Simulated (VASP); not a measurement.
PbSe:

```
CELL_PARAMETERS angstrom
0.00000 3.42320 3.42320
3.42320 0.00000 3.42320
3.42320 3.42320 0.00000
ATOMIC_POSITIONS crystal
Pb 0.00000 0.00000 0.00000
Se 0.25000 0.25000 0.25000
```

Base run:

- Program: VASP 6.6.1
- Functional: r2SCAN
- Potentials or basis: VASP PAW PBE potentials, release 64 (Pb_d, Se)
- Cutoff: 520 eV
- k mesh: 4 × 4 × 4
- Occupations: gaussian, width 0.01 eV
- Spin: no spin polarisation

Its results: band gap on the k mesh 0.80 eV, indirect (least direct gap 1.34 eV); pressure -0.1 GPa.

Q: The run is repeated on the same cell with these changes: functional from r2SCAN to PBEsol. What comes out?

A: Band gap on the k mesh 0.54 eV, indirect (least direct gap 1.09 eV); pressure -1.0 GPa.

r2SCAN gives the wider gap, since meta-GGAs in the generalised Kohn-Sham scheme recover part of the derivative discontinuity.

Caveats: the PAW data sets were made with another functional, which shifts forces and pressure a little; spin-orbit coupling is left out, which moves the levels of the heavy elements.

A k mesh can miss the band edges.
